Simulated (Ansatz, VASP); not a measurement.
# Pt: VASP beside Ansatz

```
Pt
1.0
    -1.57432    1.57432    1.58422
     1.57432   -1.57432    1.58422
     1.59412    1.59412   -1.58422
Pt
1
Direct
  0.00000 0.00000 0.00000
```

Change from the starting cell: strain +0.0125 x Voigt [0, 0, 0, 0, 0, 1], atoms carried along.

Alike in both runs: task single point; functional PBEsol; k mesh 22 × 22 × 22; occupations gaussian, width 0.15 eV; no spin polarisation.

|  | VASP | Ansatz |
| --- | --- | --- |
| version | VASP 6.6.1 | Ansatz 0.2.0 |
| potentials or method | VASP PAW PBE potentials, release 64 (Pt), cutoff 520 eV | scalar-relativistic, plane waves, PAW |
| valence electrons in the cell | 10 | 18 |

```csv
,VASP,Ansatz,Ansatz less VASP
gap on the k mesh at the Fermi level (eV),none,none,-
pressure (GPa),-11.2,-10.9,+0.36
"traceless stress, the component that is largest in VASP (GPa)",-1.80,-1.81,-0.012
```

VASP's potentials were made for PBE, not for PBEsol. A gap of «none» marks a metal or a gap that the smearing closes. VASP's potentials hold 10 valence electrons a cell and Ansatz's 18, so a difference there can come from the potentials and not from the codes.

Spin-orbit coupling is off throughout.
